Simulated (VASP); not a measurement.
# Zn (C2/m) in VASP: further runs

Zn is run at these levels: PBE; tasks: single point.

Everything below comes from runs of VASP 6.6.1. Logs are shortened: lines on timing, memory, paths and dates and some standing lists are left out, and cuts for length are marked.

## Step 1: The cell of the first run

It takes space group C2/m (No. 12, monoclinic). Conventional cell: a = 4.616 Å, b = 2.665 Å, c = 4.947 Å, α = 90.00°, β = 91.15°, γ = 90.00°. Zn (site symmetry m) has 12 Zn at 2.66 to 2.94 Å within 3.5 Å.

## Step 2: Single point, PBE (strain -0.0200 x Voigt [0, 0, 0, 1, 0, 0])

Contents of INCAR:

```
SYSTEM = Zn
PREC     = Accurate       ! precision mode
ENCUT    = 520            ! plane-wave cutoff, eV
EDIFF    = 1E-6           ! SCF threshold, eV
ISMEAR   = 0              ! smearing method
SIGMA    = 0.15           ! smearing width, eV
LREAL    = .False.        ! projectors in reciprocal space
LASPH    = .True.         ! aspherical terms in the spheres
NELM     = 100            ! most SCF steps
ALGO     = Fast           ! electronic algorithm
ISIF     = 2              ! what is computed and relaxed
LWAVE    = .False.        ! write WAVECAR
LCHARG   = .False.        ! write CHGCAR
GGA      = PE             ! functional
NBANDS   = 19             ! bands
```

Contents of KPOINTS:

```
regular mesh
0
Gamma
  21 21 10
  0 0 0
```

Contents of POSCAR:

```
Zn
1.0
    2.6647980532      0.0000000000      0.0000000000
   -1.3323990266      2.3077828100     -0.0230778281
    0.0000000000     -0.0494670000      4.9467000000
Zn
2
Direct
    0.3333333333      0.6666666667      0.2500000000
    0.6666666667      0.3333333333      0.7500000000
```

Potentials or basis: VASP PAW PBE potentials, release 64 (Zn).

Started as:

```bash
$ cat potpaw_PBE.64/Zn/POTCAR > POTCAR
$ mpirun -np 1 vasp_std > vasp.out
```

OUTCAR:

```text
SYSTEM = Zn
   PREC = Accurate
   ENCUT = 520
   EDIFF = 1E-6
   ISMEAR = 0
   LREAL = .False.
   LASPH = .True.
   NELM = 100
   ISIF = 2
   GGA = PE

 ion  position               nearest neighbor table
   1  0.333  0.667  0.250-   2 2.89   2 2.90   2 2.90   2 2.93   2 2.93   2 2.94
   2  0.667  0.333  0.750-   1 2.89   1 2.90   1 2.90   1 2.93   1 2.93   1 2.94

  LATTYP: Found a base centered monoclinic cell.
 ALAT       =     4.6157963925
 B/A-ratio  =     0.5773214038
 C/A-ratio  =     1.0717429687
 COS(beta)  =    -0.0199980002

  Lattice vectors:

 A1 = (   1.3323990266,   2.3077828100,  -0.0230778281)
 A2 = (  -1.3323990266,   2.3077828100,  -0.0230778281)
 A3 = (   0.0000000000,  -0.0494670000,   4.9467000000)

Analysis of symmetry for initial positions (statically):
=====================================================================
 Subroutine PRICEL returns:
 Original cell was already a primitive cell.

 Routine SETGRP: Setting up the symmetry group for a
 base centered monoclinic supercell.

 Subroutine GETGRP returns: Found  4 space group operations
 (whereof  4 operations were pure point group operations)
 out of a pool of  4 trial point group operations.

The static configuration has the point symmetry C_2h.

Analysis of symmetry for dynamics (positions and initial velocities):
=====================================================================
 Subroutine PRICEL returns:
 Original cell was already a primitive cell.

 Routine SETGRP: Setting up the symmetry group for a
 base centered monoclinic supercell.

 Subroutine GETGRP returns: Found  4 space group operations
 (whereof  4 operations were pure point group operations)
 out of a pool of  4 trial point group operations.

The dynamic configuration has the point symmetry C_2h.

 Subroutine INISYM returns: Found  4 space group operations
 (whereof  4 operations are pure point group operations),
 and found     1 'primitive' translations

----------------------------------------------------------------------------------------

                                     Primitive cell

  volume of cell :      30.4181

  direct lattice vectors                    reciprocal lattice vectors
     2.664798053  0.000000000  0.000000000     0.375262958  0.216679838  0.002166798
    -1.332399027  2.307782810 -0.023077828     0.000000000  0.433359676  0.004333597
     0.000000000 -0.049467000  4.946700000     0.000000000  0.002021752  0.202175190

  length of vectors
     2.664798053  2.664897981  4.946947329     0.433332591  0.433381343  0.202185298

  position of ions in fractional coordinates (direct lattice)
     0.333333333  0.666666667  0.250000000
     0.666666667  0.333333333  0.750000000

  ion indices of the primitive-cell ions
   primitive index   ion index
                 1           1
                 2           2

----------------------------------------------------------------------------------------

 KPOINTS: regular mesh

Automatic generation of k-mesh.
 Grid dimensions read from file:
 generate k-points for:   21   21   10

 Generating k-lattice:

  Cartesian coordinates                     Fractional coordinates (reciprocal lattice)
     0.017869665  0.010318088  0.000103181     0.047619048 -0.000000000  0.000000000
     0.000000000  0.020636175  0.000206362     0.000000000  0.047619048  0.000000000
     0.000000000  0.000202175  0.020217519     0.000000000 -0.000000000  0.100000000

  Length of vectors
     0.020634885  0.020637207  0.020218530

  Shift w.r.t. Gamma in fractional coordinates (k-lattice)
     0.000000000  0.000000000  0.000000000

 Subroutine IBZKPT returns following result:
 ===========================================

 Found   1166 irreducible k-points:

 Following reciprocal coordinates:
            Coordinates               Weight
  0.000000  0.000000  0.000000      1.000000
  0.047619 -0.000000  0.000000      4.000000
  0.095238 -0.000000  0.000000      4.000000
  0.142857 -0.000000 -0.000000      4.000000
  0.190476 -0.000000  0.000000      4.000000
  0.238095 -0.000000  0.000000      4.000000
[... 16 lines left out ...]
 -0.476190  0.047619  0.000000      4.000000
 -0.428571  0.047619  0.000000      4.000000
 [... further k-points ...]
   k-points           NKPTS =   1166   k-points in BZ     NKDIM =   1166   number of bands    NBANDS=     19
   number of dos      NEDOS =    301   number of ions     NIONS =      2
   total plane-waves  NPLWV =  16000
   dimension x,y,z NGX =    20 NGY =   20 NGZ =   40
   dimension x,y,z NGXF=    40 NGYF=   40 NGZF=   80
   ions per type =               2
   NGX,Y,Z   is equivalent  to a cutoff of  12.48, 12.48, 13.44 a.u.
   NGXF,Y,Z  is equivalent  to a cutoff of  24.95, 24.95, 26.88 a.u.
 SYSTEM =  Zn
   PREC   = accura    normal or accurate (medium, high low for compatibility)
   ISTART =      0    job   : 0-new  1-cont  2-samecut
   ICHARG =      2    charge: 1-file 2-atom 10-const
   ISPIN  =      1    spin polarized calculation?
   LNONCOLLINEAR =      F non collinear calculations
   LSORBIT =      F    spin-orbit coupling
   LASPH  =      T    aspherical Exc in radial PAW
   ENCUT  =  520.0 eV  38.22 Ry    6.18 a.u.   4.95  4.95  9.20*2*pi/ulx,y,z
   NELM   =    100;   NELMIN=  2; NELMDL= -5     # of ELM steps
   EDIFF  = 0.1E-05   stopping-criterion for ELM
   LREAL  =      F    real-space projection
[... 7 lines left out ...]
   TEBEG  =    0.0;   TEEND  =   0.0 temperature during run
   PSTRESS=    0.0 pullay stress
   NELECT =      24.0000    total number of electrons
   NUPDOWN=      -1.0000    fix difference up-down
   EMIN   =  10.00;   EMAX   =-10.00  energy-range for DOS
   EFERMI =   0.00;   METHOD = LEGACY
   ISMEAR =     0;   SIGMA  =   0.15  broadening in eV -4-tet -1-fermi 0-gaus
   EFERMI_NEDOS =   21; number of points for ismear=-14 and -15
   IALGO  =     68    algorithm
   IMIX   =      4    mixing-type and parameters
     AMIX     =   0.40;   BMIX     =  1.00
     AMIX_MAG =   1.60;   BMIX_MAG =  1.00
  volume/ion in A,a.u.               =      15.21       102.64
  Fermi-wavevector in a.u.,A,eV,Ry     =   1.512753  2.858689 31.135880  2.288423
  Thomas-Fermi vector in A             =   2.622636
   LORBIT       =      0    0 simple, 1 ext, 2 COOP (PROOUT), +10 PAW based schemes
   GGA     = PE    functional components
   LHFCALC =     F    Hartree Fock is set to
   AEXX    =    0.0000 exact exchange contribution
   IVDW    =     0    specifies the selected vdW correction
   LEPSILON=     F    determine dielectric tensor
   LRPA    =     F    only Hartree local field effects (RPA)
 non-spin polarized calculation
 RMM-DIIS sequential band-by-band and
 Gauss-broadening in eV      SIGMA  =   0.15
  energy-cutoff  :      520.00
  volume of cell :       30.42
 maximum number of plane-waves:       841
   NGX =  9   NGY =  9   NGZ = 19

 number of electron      24.0000010 magnetization

 Free energy of the ion-electron system (eV)
  ---------------------------------------------------
  ext. energy  EPLUGINS =         0.00000000
  ---------------------------------------------------
  free energy    TOTEN  =        -2.21417117 eV

  energy without entropy =       -2.20864642  energy(sigma->0) =       -2.21140879

 E-fermi :   3.1788     XC(G=0): -11.5521

 val. band max:        3.1761321267   @ k =  -0.4286   0.1429  -0.0000
 cond. band min:       3.1796706200   @ k =   0.4762   0.0476   0.5000
 fundamental gap:      0.0035384933
 Fermi energy:         3.1788055107

 k-point     1 :       0.0000    0.0000    0.0000
  band No.  band energies     occupation
      1      -7.2892      2.00000
      2      -5.4950      2.00000
      3      -4.8023      2.00000
      4      -4.5724      2.00000
      5      -4.5723      2.00000
      6      -4.5228      2.00000
[... 11 lines left out ...]
     18      22.1842      0.00000
     19      22.1978      0.00000

 k-point     2 :       0.0476   -0.0000    0.0000
  band No.  band energies     occupation
      1      -7.2218      2.00000
      2      -5.4655      2.00000
      3      -4.7953      2.00000
      4      -4.5792      2.00000
      5      -4.5565      2.00000
      6      -4.5300      2.00000
[... 11 lines left out ...]
     18      21.4409      0.00000
     19      22.8757      0.00000

 k-point     3 :       0.0952   -0.0000    0.0000
  band No.  band energies     occupation
      1      -7.0213      2.00000
      2      -5.3826      2.00000
      3      -4.7777      2.00000
      4      -4.5958      2.00000
      5      -4.5478      2.00000
      6      -4.5101      2.00000
[... 11 lines left out ...]
     18      20.9124      0.00000
     19      22.6567      0.00000

 k-point     4 :       0.1429   -0.0000   -0.0000
  band No.  band energies     occupation
      1      -6.6946      2.00000
      2      -5.2655      2.00000
      3      -4.7605      2.00000
      4      -4.6168      2.00000
      5      -4.5517      2.00000
      6      -4.4365      2.00000
[... 11 lines left out ...]
     18      19.9217      0.00000
     19      21.3363      0.00000

 k-point     5 :       0.1905   -0.0000    0.0000
  band No.  band energies     occupation
      1      -6.2605      2.00000
      2      -5.1531      2.00000
      3      -4.7435      2.00000
      4      -4.6402      2.00000
      5      -4.5096      2.00000
      6      -4.4965      2.00000
[... 11 lines left out ...]
     18      19.1309      0.00000
     19      19.5729      0.00000
[... 334 lines left out ...]
      2      -5.1896      2.00000
      3      -5.0436      2.00000
      4      -4.5732      2.00000
      5      -4.4501      2.00000
      6      -4.4084      2.00000
[... 11 lines left out ...]
     18      17.8980      0.00000
     19      18.2921      0.00000

 k-point    22 :       0.4762    0.0476    0.0000
  band No.  band energies     occupation
      1      -5.2874      2.00000
      2      -5.1965      2.00000
      3      -5.0567      2.00000
      4      -4.5816      2.00000
      5      -4.4481      2.00000
      6      -4.4033      2.00000
[... 11 lines left out ...]
     18      17.8211      0.00000
     19      18.2459      0.00000

 k-point    23 :      -0.4762    0.0476    0.0000
  band No.  band energies     occupation
      1      -5.2778      2.00000
      2      -5.1896      2.00000
      3      -5.0437      2.00000
      4      -4.5735      2.00000
      5      -4.4485      2.00000
      6      -4.4097      2.00000
[... 11 lines left out ...]
     18      17.9057      0.00000
     19      18.2925      0.00000

 k-point    24 :      -0.4286    0.0476    0.0000
  band No.  band energies     occupation
      1      -5.2521      2.00000
      2      -5.1715      2.00000
      3      -5.0043      2.00000
      4      -4.5500      2.00000
      5      -4.4699      2.00000
      6      -4.4078      2.00000
[... 11 lines left out ...]
     18      18.1486      0.00000
     19      18.4328      0.00000

 [... further k-points ...]

------------------------ aborting loop because EDIFF is reached ----------------------------------------

  FORCE on cell =-STRESS in cart. coord.  units (eV):
  Direction    XX          YY          ZZ          XY          YZ          ZX
  --------------------------------------------------------------------------------------
  -------------------------------------------------------------------------------------
  Total       -0.1383119     -0.0957172      0.2855560      0.0000000      0.0898795      0.0000000
  in kB       -7.2851568     -5.0416075     15.0407821      0.0000000      4.7341254      0.0000000
  external PRESSURE =       0.9046726 kB  Pullay stress =       0.0000000 kB

 VOLUME and BASIS-vectors are now :
 -----------------------------------------------------------------------------
  energy-cutoff  :      520.00
  volume of cell :       30.42
      direct lattice vectors                 reciprocal lattice vectors
     2.664798053  0.000000000  0.000000000     0.375262958  0.216679838  0.002166798
    -1.332399027  2.307782810 -0.023077828     0.000000000  0.433359676  0.004333597
     0.000000000 -0.049467000  4.946700000     0.000000000  0.002021752  0.202175190

 POSITION                                       TOTAL-FORCE (eV/Angst)
 -----------------------------------------------------------------------------------
     -0.00000      1.52616      1.22129         0.000000     -0.001902     -0.000002
      1.33240      0.73216      3.70233         0.000000      0.001902      0.000002
 -----------------------------------------------------------------------------------
    total drift:                                0.000000     -0.000000      0.000000

  FREE ENERGIE OF THE ION-ELECTRON SYSTEM (eV)
  ---------------------------------------------------
  free  energy   TOTEN  =        -2.2141711657 eV

  energy  without entropy=       -2.2086464200  energy(sigma->0) =       -2.21140879
```

Wall time 3.7 min (1 thread of Intel Xeon 6975P-C (Granite Rapids), shared host); peak memory 0.59 GiB.

What came out:

* Free energy: -2.2142 eV
* Pressure: 0.1 GPa
* Band gap on the k mesh: zero (band 12 reaches 4.60 eV, above the bottom of band 13 at 0.07 eV)

Levels at points of the mesh, in eV from the Fermi level:
| k point | band 9 | band 10 | band 11 | band 12 | band 13 | band 14 | band 15 | band 16 |
| --- | --- | --- | --- | --- | --- | --- | --- | --- |
| (0.00, 0.00, 0.00) | -7.37 | -7.17 | -7.17 | -3.70 | -3.11 | 13.56 | 17.19 | 17.36 |
| (0.00, 0.00, 0.50) | -7.26 | -7.26 | -7.24 | -7.24 | 4.53 | 4.53 | 18.49 | 18.51 |

Caveat: the cell differs from its parent crystal (strain -0.0200 x Voigt [0, 0, 0, 1, 0, 0]).

## Step 3: Single point, PBE (strain +0.0100 x Voigt [0, 0, 0, 1, 0, 0])

Contents of INCAR:

```
SYSTEM = Zn
PREC = Accurate
ENCUT = 520
EDIFF = 1E-6
ISMEAR = 0
SIGMA = 0.15
LREAL = .FALSE.
LASPH = .TRUE.
NELM = 60
ALGO = Fast
ISIF = 2
LWAVE = .FALSE.
LCHARG = .FALSE.
GGA = PE
NBANDS = 19
```

Contents of KPOINTS:

```
Automatic mesh
0
G
  21 21 10
  0 0 0
```

Contents of POSCAR:

```
Zn
1.0
    2.6647980532      0.0000000000      0.0000000000
   -1.3323990266      2.3077828100      0.0115389141
    0.0000000000      0.0247335000      4.9467000000
Zn
2
Direct
    0.3333333333      0.6666666667      0.2500000000
    0.6666666667      0.3333333333      0.7500000000
```

Potentials or basis: VASP PAW PBE potentials, release 64 (Zn).

Started as:

```bash
$ cat potpaw_PBE.64/Zn/POTCAR > POTCAR
$ mpirun -np 1 vasp_std > vasp.out
```

It took 3.5 min on 1 thread of Intel Xeon 6975P-C (Granite Rapids), shared host; peak memory 0.59 GiB.

Results (log left out):

* Free energy: -2.2148 eV
* Pressure: 0.1 GPa
* Band gap on the k mesh: zero (band 12 reaches 4.60 eV, above the bottom of band 13 at 0.07 eV)

Stress tensor (GPa, compression positive):
```
-0.71  0.00  0.00
 0.00 -0.65 -0.21
 0.00 -0.21  1.50
```

Levels at points of the mesh, in eV from the Fermi level:
| k point | band 8 | band 9 | band 10 | band 11 | band 12 | band 13 | band 14 | band 15 | band 16 | band 17 |
| --- | --- | --- | --- | --- | --- | --- | --- | --- | --- | --- |
| (0.00, 0.00, 0.00) | -7.38 | -7.38 | -7.18 | -7.18 | -3.71 | -3.12 | 13.55 | 17.18 | 17.35 | 17.35 |
| (0.00, 0.00, 0.50) | -7.70 | -7.27 | -7.27 | -7.26 | -7.26 | 4.51 | 4.51 | 18.56 | 18.57 | 18.70 |

Caveat: the cell differs from its parent crystal (strain +0.0100 x Voigt [0, 0, 0, 1, 0, 0]).

[end of part 1 of 2]
